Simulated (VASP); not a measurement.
Here is a VASP 6.6.1 calculation.

File INCAR:

```
PREC     = Accurate       # precision mode
ENCUT    = 600            # plane-wave cutoff, eV
EDIFF    = 1E-6           # SCF threshold, eV
ISMEAR   = 1              # smearing method
SIGMA    = 0.02           # smearing width, eV
LREAL    = False          # projectors in reciprocal space
LASPH    = True           # aspherical terms in the spheres
NELM     = 120            # most SCF steps
ALGO     = Normal         # electronic algorithm
ISIF     = 2              # what is computed and relaxed
LWAVE    = False          # write WAVECAR
LCHARG   = True           # write CHGCAR
GGA      = PS             # functional
IVDW     = 12             # dispersion correction
LELF     = True           # ELF
LVHAR    = True         
NBANDS   = 24             # bands
GGA_COMPAT= False
```

The input KPOINTS:

```
regular mesh
0
Gamma
  6 6 3
```

POSCAR

```
SrO
1.0
    3.4558882927      0.0000000000      0.0000000000
   -1.7279441512      2.9928870513      0.0000000000
    0.0000000000      0.0000000000      6.0468803802
Sr O
2 2
Direct
    0.3333333333      0.6666666667      0.2500000000
    0.6666666667      0.3333333333      0.7500000000
    0.0000000000      0.0000000000      0.0000000000
    0.0000000000      0.0000000000      0.5000000000
```

Potentials or basis: VASP PAW PBE potentials, release 64 (Sr_sv, O).

Launch:

```bash
$ cat potpaw_PBE.64/Sr_sv/POTCAR potpaw_PBE.64/O/POTCAR > POTCAR
$ mpirun -np 1 vasp_std > vasp.out
```

Q: Predict the dispersion energy per atom.

A: -0.284 eV.

Q: Predict the band gap on the k mesh.

A: 2.95 eV (least direct gap 3.21 eV).

Stress tensor (GPa, compression positive):
```
3.19 0.00 0.00
0.00 3.19 0.00
0.00 0.00 3.91
```

Caveat: three body term missing; the cell stands under pressure; the PAW data sets were made with another functional, which shifts forces and pressure a little. A k mesh can miss the band edges.
